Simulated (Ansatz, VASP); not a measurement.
ZnS: VASP beside Ansatz

```
CELL_PARAMETERS angstrom
3.73320 0.00000 0.00000
-1.86660 3.23305 0.00000
0.00000 0.00000 6.10674
ATOMIC_POSITIONS crystal
Zn 0.33333 0.66667 0.00000
Zn 0.66667 0.33333 0.50000
S 0.33333 0.66667 0.38500
S 0.66667 0.33333 0.88500
```

Change from the starting cell: volume scaled by 0.94.

Alike in both runs: task single point; functional PBEsol; k mesh 8 × 8 × 5; occupations fermi-dirac, width 0.03 eV; no spin polarisation.

|  | VASP | Ansatz |
| --- | --- | --- |
| version | VASP 6.6.1 | Ansatz 0.2.0 |
| potentials or method | VASP PAW PBE potentials, release 64 (Zn, S), cutoff 520 eV | all-electron LAPW, scalar-relativistic |

```tsv
	VASP	Ansatz	Ansatz less VASP
gap on the k mesh at the Fermi level (eV)	2.41	2.40	-0.006
pressure (GPa)	4.1	3.9	-0.23
traceless stress, the component that is largest in VASP (GPa)	-1.90	-1.88	+0.020
rms of the force components (eV/Å)	0.224	0.223	-0.0015
```

VASP's potentials were made for PBE, not for PBEsol. Atom by atom the forces differ by 0.001 eV/Å (rms over components). Ansatz ran all-electron here, and VASP with PAW potentials.
